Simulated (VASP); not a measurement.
# TePt (P6_3mc) in VASP: single point with r2SCAN

Aim: the single point of TePt with r2SCAN.

All numbers are computed with VASP 6.6.1; they aren't measurements. Logs are shortened: lines on timing, memory, paths and dates and some standing lists are left out, and cuts for length are marked.

## (1) The cell of the first run

The structure is hexagonal, space group P6_3mc (No. 186). Conventional cell: a = 4.111 Å, b = 4.111 Å, c = 5.446 Å, α = 90.00°, β = 90.00°, γ = 120.00°. Within 3.7 Å of Te (site symmetry 3m) lie 6 Pt at 2.65 to 2.83 Å and 6 Te at 3.61 Å. Pt (site symmetry 3m) has 6 Te at 2.65 to 2.83 Å and 2 Pt at 2.72 Å within 3.5 Å.

## (2) Single point, r2SCAN (all Pt atoms moved +0.188 Å, as atom 3 along Cartesian [0 0 1])

Contents of POSCAR:

```
TePt
1.0
    4.1109998117      0.0000000000      0.0000000000
   -2.0554999058      3.5602302719      0.0000000000
    0.0000000000      0.0000000000      5.4460000000
Te Pt
2 2
Direct
    0.3333333333      0.6666666667      0.2500000000
    0.6666666667      0.3333333333      0.7500000000
    0.0000000000      0.0000000000      0.0344289387
    0.0000000000      0.0000000000      0.5344289387
```

Contents of INCAR.step1:

```
SYSTEM = TePt
PREC = Accurate ; ENCUT = 520
ISMEAR = 0 ; SIGMA = 0.15
LREAL = .False. ; LASPH = .True.
NELM = 80 ; NBANDS = 24
GGA = PE ; ALGO = Normal
EDIFF = 1E-4 ; LWAVE = .True.
LCHARG = .False.
```

Contents of INCAR.step2:

```
SYSTEM = TePt
PREC = Accurate ; ENCUT = 520
EDIFF = 1E-6 ; ISMEAR = 0
SIGMA = 0.15 ; LREAL = .False.
LASPH = .True. ; NELM = 80
ALGO = Normal ; ISIF = 2
LWAVE = .False. ; LCHARG = .True.
METAGGA = R2SCAN ; LMIXTAU = .True.
LELF = .True. ; LVHAR = .True.
NBANDS = 24 ; ISTART = 1
```

Contents of KPOINTS:

```
regular mesh
0
Gamma
  12 12 10
  0 0 0
```

Potentials or basis: VASP PAW PBE potentials, release 64 (Te, Pt).

Launch:

```console
$ cat potpaw_PBE.64/Te/POTCAR potpaw_PBE.64/Pt/POTCAR > POTCAR
$ cp INCAR.step1 INCAR
$ mpirun -np 1 vasp_std > vasp.out
$ cp INCAR.step2 INCAR
$ mpirun -np 1 vasp_std > vasp.out
```

OUTCAR:

```text
SYSTEM = TePt
   PREC = Accurate
   ENCUT = 520
   EDIFF = 1E-6
   ISMEAR = 0
   LREAL = .False.
   LASPH = .True.
   NELM = 80
   ISIF = 2
   METAGGA = R2SCAN
   ISTART = 1

 ion  position               nearest neighbor table
   1  0.333  0.667  0.250-   3 2.65   3 2.65   3 2.65   4 2.83   4 2.83   4 2.83   2 3.61   2 3.61
                             2 3.61   2 3.61   2 3.61   2 3.61
   2  0.667  0.333  0.750-   4 2.65   4 2.65   4 2.65   3 2.83   3 2.83   3 2.83   1 3.61   1 3.61
                             1 3.61   1 3.61   1 3.61   1 3.61
   3  0.000  0.000  0.034-   1 2.65   1 2.65   1 2.65   4 2.72   4 2.72   2 2.83   2 2.83   2 2.83

   4  0.000  0.000  0.534-   2 2.65   2 2.65   2 2.65   3 2.72   3 2.72   1 2.83   1 2.83   1 2.83

  LATTYP: Found a hexagonal cell.
 ALAT       =     4.1109998117
 C/A-ratio  =     1.3247385671

  Lattice vectors:

 A1 = (   4.1109998117,   0.0000000000,   0.0000000000)
 A2 = (  -2.0554999058,   3.5602302719,   0.0000000000)
 A3 = (   0.0000000000,   0.0000000000,   5.4460000000)

Analysis of symmetry for initial positions (statically):
=====================================================================
 Subroutine PRICEL returns:
 Original cell was already a primitive cell.

 Routine SETGRP: Setting up the symmetry group for a
 hexagonal supercell.

 Subroutine GETGRP returns: Found 12 space group operations
 (whereof  6 operations were pure point group operations)
 out of a pool of 24 trial point group operations.

The static configuration has the point symmetry C_3v.
 The point group associated with its full space group is C_6v.

Analysis of symmetry for dynamics (positions and initial velocities):
=====================================================================
 Subroutine PRICEL returns:
 Original cell was already a primitive cell.

 Routine SETGRP: Setting up the symmetry group for a
 hexagonal supercell.

 Subroutine GETGRP returns: Found 12 space group operations
 (whereof  6 operations were pure point group operations)
 out of a pool of 24 trial point group operations.

The dynamic configuration has the point symmetry C_3v.
 The point group associated with its full space group is C_6v.

 Subroutine INISYM returns: Found 12 space group operations
 (whereof  6 operations are pure point group operations),
 and found     1 'primitive' translations

----------------------------------------------------------------------------------------

                                     Primitive cell

  volume of cell :      79.7082

  direct lattice vectors                    reciprocal lattice vectors
     4.110999812  0.000000000  0.000000000     0.243249829  0.140440354  0.000000000
    -2.055499906  3.560230272  0.000000000     0.000000000  0.280880708  0.000000000
     0.000000000  0.000000000  5.446000000     0.000000000  0.000000000  0.183621006

  length of vectors
     4.110999812  4.110999812  5.446000000     0.280880708  0.280880708  0.183621006

  position of ions in fractional coordinates (direct lattice)
     0.333333333  0.666666667  0.250000000
     0.666666667  0.333333333  0.750000000
     0.000000000  0.000000000  0.034428939
     0.000000000  0.000000000  0.534428939

  ion indices of the primitive-cell ions
   primitive index   ion index
                 1           1
                 2           2
                 3           3
                 4           4

----------------------------------------------------------------------------------------

 KPOINTS: regular mesh

Automatic generation of k-mesh.
 Grid dimensions read from file:
 generate k-points for:   12   12   10

 Generating k-lattice:

  Cartesian coordinates                     Fractional coordinates (reciprocal lattice)
     0.020270819  0.011703363  0.000000000     0.083333333  0.000000000  0.000000000
     0.000000000  0.023406726  0.000000000     0.000000000  0.083333333  0.000000000
     0.000000000  0.000000000  0.018362101     0.000000000  0.000000000  0.100000000

  Length of vectors
     0.023406726  0.023406726  0.018362101

  Shift w.r.t. Gamma in fractional coordinates (k-lattice)
     0.000000000  0.000000000  0.000000000

 Subroutine IBZKPT returns following result:
 ===========================================

 Found    114 irreducible k-points:

 Following reciprocal coordinates:
            Coordinates               Weight
  0.000000  0.000000  0.000000      1.000000
  0.083333  0.000000  0.000000      6.000000
  0.166667 -0.000000  0.000000      6.000000
  0.250000 -0.000000  0.000000      6.000000
  0.333333 -0.000000  0.000000      6.000000
  0.416667  0.000000  0.000000      6.000000
[... 16 lines left out ...]
  0.250000 -0.000000  0.100000     12.000000
  0.333333 -0.000000  0.100000     12.000000
 [... further k-points ...]
   k-points           NKPTS =    114   k-points in BZ     NKDIM =    114   number of bands    NBANDS=     24
   number of dos      NEDOS =    301   number of ions     NIONS =      4
   total plane-waves  NPLWV =  43008
   dimension x,y,z NGX =    32 NGY =   32 NGZ =   42
   dimension x,y,z NGXF=    64 NGYF=   64 NGZF=   84
   ions per type =               2   2
   NGX,Y,Z   is equivalent  to a cutoff of  12.94, 12.94, 12.82 a.u.
   NGXF,Y,Z  is equivalent  to a cutoff of  25.88, 25.88, 25.64 a.u.
 SYSTEM =  TePt
   PREC   = accura    normal or accurate (medium, high low for compatibility)
   ISTART =      1    job   : 0-new  1-cont  2-samecut
   ICHARG =      0    charge: 1-file 2-atom 10-const
   ISPIN  =      1    spin polarized calculation?
   LNONCOLLINEAR =      F non collinear calculations
   LSORBIT =      F    spin-orbit coupling
   LASPH  =      T    aspherical Exc in radial PAW
   ENCUT  =  520.0 eV  38.22 Ry    6.18 a.u.   7.64  7.64 10.13*2*pi/ulx,y,z
   NELM   =     80;   NELMIN=  2; NELMDL=  0     # of ELM steps
   EDIFF  = 0.1E-05   stopping-criterion for ELM
   LREAL  =      F    real-space projection
   EDIFFG = 0.1E-04   stopping-criterion for IOM
   NSW    =      0    number of steps for IOM
   IBRION =     -1    ionic relax: 0-MD 1-quasi-New 2-CG
   NFREE  =      0    steps in history (QN), initial steepest desc. (CG)
   ISIF   =      2    stress and relaxation
   ISYM   =      2    0-nonsym 1-usesym 2-fastsym
   POTIM  = 0.5000    time-step for ionic-motion
   TEBEG  =    0.0;   TEEND  =   0.0 temperature during run
   PSTRESS=    0.0 pullay stress
   NELECT =      32.0000    total number of electrons
   NUPDOWN=      -1.0000    fix difference up-down
   EMIN   =  10.00;   EMAX   =-10.00  energy-range for DOS
   EFERMI =   0.00;   METHOD = LEGACY
   ISMEAR =     0;   SIGMA  =   0.15  broadening in eV -4-tet -1-fermi 0-gaus
   EFERMI_NEDOS =   21; number of points for ismear=-14 and -15
   IALGO  =     38    algorithm
   IMIX   =      4    mixing-type and parameters
     AMIX     =   0.40;   BMIX     =  1.00
     AMIX_MAG =   1.60;   BMIX_MAG =  1.00
  volume/ion in A,a.u.               =      19.93       134.47
  Fermi-wavevector in a.u.,A,eV,Ry     =   1.207695  2.282212 19.844452  1.458526
  Thomas-Fermi vector in A             =   2.343325
   LORBIT       =      0    0 simple, 1 ext, 2 COOP (PROOUT), +10 PAW based schemes
   METAGGA = R2SCAN    functional components
   LHFCALC =     F    Hartree Fock is set to
   AEXX    =    0.0000 exact exchange contribution
   IVDW    =     0    specifies the selected vdW correction
   LEPSILON=     F    determine dielectric tensor
   LRPA    =     F    only Hartree local field effects (RPA)
 non-spin polarized calculation
 Gauss-broadening in eV      SIGMA  =   0.15
  energy-cutoff  :      520.00
  volume of cell :       79.71
 maximum number of plane-waves:      2187
 NGX is ok and might be reduce to    32
   NGX = 15   NGY = 15   NGZ = 21

 number of electron      31.9999996 magnetization

 Free energy of the ion-electron system (eV)
  ---------------------------------------------------
  ext. energy  EPLUGINS =         0.00000000
  ---------------------------------------------------
  free energy    TOTEN  =      -154.15797013 eV

  energy without entropy =     -154.13337120  energy(sigma->0) =     -154.14567067

 E-fermi :  10.8310     XC(G=0): -12.3630

 val. band max:       10.8290376783   @ k =   0.4167   0.0833   0.3000
 cond. band min:      10.8317813608   @ k =   0.5000  -0.0000   0.4000
 fundamental gap:      0.0027436825
 Fermi energy:        10.8309854331

 k-point     1 :       0.0000    0.0000    0.0000
  band No.  band energies     occupation
      1      -4.5701      2.00000
      2      -1.2962      2.00000
      3       2.5639      2.00000
      4       3.6661      2.00000
      5       3.6661      2.00000
      6       4.3939      2.00000
[... 16 lines left out ...]
     23      18.6401      0.00000
     24      18.6401      0.00000

 k-point     2 :       0.0833    0.0000    0.0000
  band No.  band energies     occupation
      1      -4.4893      2.00000
      2      -1.3484      2.00000
      3       2.6508      2.00000
      4       3.6969      2.00000
      5       3.7912      2.00000
      6       4.3565      2.00000
[... 16 lines left out ...]
     23      17.6025      0.00000
     24      18.2336      0.00000

 k-point     3 :       0.1667   -0.0000    0.0000
  band No.  band energies     occupation
      1      -4.2523      2.00000
      2      -1.4883      2.00000
      3       2.9180      2.00000
      4       3.7773      2.00000
      5       4.1071      2.00000
      6       4.2057      2.00000
[... 16 lines left out ...]
     23      16.9777      0.00000
     24      17.4518      0.00000

 k-point     4 :       0.2500   -0.0000    0.0000
  band No.  band energies     occupation
      1      -3.8780      2.00000
      2      -1.6796      2.00000
      3       3.3509      2.00000
      4       3.7098      2.00000
      5       3.8709      2.00000
      6       4.5462      2.00000
[... 16 lines left out ...]
     23      17.1655      0.00000
     24      18.1365      0.00000

 k-point     5 :       0.3333   -0.0000    0.0000
  band No.  band energies     occupation
      1      -3.4052      2.00000
      2      -1.8945      2.00000
      3       2.9306      2.00000
      4       3.9323      2.00000
      5       3.9359      2.00000
      6       4.6994      2.00000
[... 16 lines left out ...]
     23      17.7503      0.00000
     24      19.2810      0.00000

 k-point     6 :       0.4167    0.0000    0.0000
  band No.  band energies     occupation
      1      -2.9032      2.00000
      2      -2.1395      2.00000
      3       2.2705      2.00000
      4       3.9499      2.00000
      5       4.4160      2.00000
      6       4.6742      2.00000
[... 16 lines left out ...]
     23      19.0448      0.00000
     24      20.1629      0.00000
[... 379 lines left out ...]
 k-point    21 :       0.0833    0.0000    0.1000
  band No.  band energies     occupation
      1      -4.4402      2.00000
      2      -1.5012      2.00000
      3       2.8162      2.00000
      4       3.7414      2.00000
      5       3.8704      2.00000
      6       4.4365      2.00000
[... 16 lines left out ...]
     23      17.1972      0.00000
     24      18.1407      0.00000

 k-point    22 :       0.1667   -0.0000    0.1000
  band No.  band energies     occupation
      1      -4.2056      2.00000
      2      -1.6024      2.00000
      3       2.9687      2.00000
      4       3.8203      2.00000
      5       4.2321      2.00000
      6       4.2961      2.00000
[... 16 lines left out ...]
     23      16.9908      0.00000
     24      17.4966      0.00000

 k-point    23 :       0.2500   -0.0000    0.1000
  band No.  band energies     occupation
      1      -3.8357      2.00000
      2      -1.7510      2.00000
      3       3.2749      2.00000
      4       3.7671      2.00000
      5       3.9118      2.00000
      6       4.7129      2.00000
[... 16 lines left out ...]
     23      17.5636      0.00000
     24      18.1866      0.00000

 k-point    24 :       0.3333   -0.0000    0.1000
  band No.  band energies     occupation
      1      -3.3701      2.00000
      2      -1.9308      2.00000
      3       2.9462      2.00000
      4       3.7909      2.00000
      5       3.9714      2.00000
      6       4.7649      2.00000
[... 16 lines left out ...]
     23      17.7749      0.00000
     24      19.3370      0.00000

 [... further k-points ...]

------------------------ aborting loop because EDIFF is reached ----------------------------------------

  FORCE on cell =-STRESS in cart. coord.  units (eV):
  Direction    XX          YY          ZZ          XY          YZ          ZX
  --------------------------------------------------------------------------------------
  -------------------------------------------------------------------------------------
  Total        8.3721387      8.3721387      8.0707047      0.0000000      0.0000000      0.0000000
  in kB      168.2843819    168.2843819    162.2254014      0.0000000      0.0000000      0.0000000
  external PRESSURE =     166.2647218 kB  Pullay stress =       0.0000000 kB

 VOLUME and BASIS-vectors are now :
 -----------------------------------------------------------------------------
  energy-cutoff  :      520.00
  volume of cell :       79.71
      direct lattice vectors                 reciprocal lattice vectors
     4.110999812  0.000000000  0.000000000     0.243249829  0.140440354  0.000000000
    -2.055499906  3.560230272  0.000000000     0.000000000  0.280880708  0.000000000
     0.000000000  0.000000000  5.446000000     0.000000000  0.000000000  0.183621006

 POSITION                                       TOTAL-FORCE (eV/Angst)
 -----------------------------------------------------------------------------------
     -0.00000      2.37349      1.36150        -0.000000     -0.000000      0.686526
      2.05550      1.18674      4.08450         0.000000      0.000000      0.686526
      0.00000      0.00000      0.18750        -0.000000     -0.000000     -0.686526
      0.00000      0.00000      2.91050         0.000000      0.000000     -0.686526
 -----------------------------------------------------------------------------------
    total drift:                               -0.000000      0.000000      0.000450

  FREE ENERGIE OF THE ION-ELECTRON SYSTEM (eV)
  ---------------------------------------------------
  free  energy   TOTEN  =      -154.1579701279 eV

  energy  without entropy=     -154.1333712050  energy(sigma->0) =     -154.14567067
```

It took 25 min on 1 thread of Intel Xeon 8259CL, shared host; peak memory 0.32 GiB.

Results:

```
Free energy            : -154.1580 eV
Pressure               : 16.6 GPa
Largest force          : 0.687 eV/Å
Band gap on the k mesh : zero (bands 16 and 17 overlap by 1.66 eV)
```

Forces on the atoms (eV/Å):
```
Te   0.000  0.000  0.687
Te   0.000  0.000  0.687
Pt   0.000  0.000 -0.687
Pt   0.000  0.000 -0.687
```

Levels at points of the mesh, in eV from the Fermi level:
```csv
k point,band 13,band 14,band 15,band 16,band 17,band 18,band 19,band 20
"(0.00, 0.00, 0.00)",-1.63,-1.63,0.21,0.53,1.83,2.54,2.54,2.59
"(0.50, 0.00, 0.00)",-3.04,-2.59,-2.37,-1.58,1.42,2.54,3.62,3.94
"(0.00, 0.00, 0.50)",-2.64,-2.64,1.14,1.14,1.14,1.14,4.49,4.49
"(0.50, 0.00, 0.50)",-3.55,-3.55,-0.65,-0.65,0.50,0.50,2.96,2.96
```

Caveat: the cell differs from its parent crystal (all Pt atoms moved +0.188 Å, as atom 3 along Cartesian [0 0 1]); the cell stands under pressure; the PAW data sets were made with another functional, which shifts forces and pressure a little; spin-orbit coupling is left out, which moves the levels of the heavy elements.
